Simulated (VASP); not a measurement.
Set up this calculation in VASP 6.6.1, as the native input.

```yaml
Task: single point
Functional: LDA
Potentials_or_basis: VASP PAW LDA potentials, release 64 (In_d, P)
Cutoff: 520 eV
k_mesh: 8 × 8 × 8
Occupations: gaussian, width 0.01 eV
Spin: no spin polarisation
Dipole_correction: no
Further_INCAR_settings: ALGO = Normal; EDIFF = 1e-07; NBANDS = 16
```

The structure of InP lies in POSCAR:

```
InP
1.0
    2.8990910621      2.8990910621      0.0000000000
   -2.8990910621      2.8990910621      0.0000000000
    0.0000000000      2.8990910621      2.9292354716
In P
1 1
Direct
    0.0000000000      0.0000000000      0.0000000000
    0.7500000000      0.2500000000      0.5000000000
```

This cell differs from its parent crystal: in-plane strain -0.005, then relaxed in part.

One way to write it, as run:

INCAR

```
SYSTEM = InP
PREC = Accurate
ENCUT = 520
EDIFF = 1E-7
ISMEAR = 0
SIGMA = 0.01
LREAL = .FALSE.
LASPH = .TRUE.
NELM = 60
ALGO = Normal
ISIF = 2
LWAVE = .FALSE.
LCHARG = .FALSE.
NBANDS = 16
```

KPOINTS

```
Automatic mesh
0
G
  8 8 8
  0 0 0
```

Potentials or basis: VASP PAW LDA potentials, release 64 (In_d, P).

Command:

```console
$ cat potpaw_LDA.64/In_d/POTCAR potpaw_LDA.64/P/POTCAR > POTCAR
$ mpirun -np 1 vasp_std > vasp.out
```

Results of the run:

| Item | Value |
| --- | --- |
| Pressure | 0.3 GPa |
| Band gap on the k mesh | 0.61 eV, direct |

Caveat: the cell differs from its parent crystal (in-plane strain -0.005, then relaxed in part); spin-orbit coupling is left out, which moves the levels of the heavy elements.

It took 20 s on 1 thread of AMD EPYC 9R45 96-Core Processor (Zen 5) (shared host), peak memory 0.15 GiB.
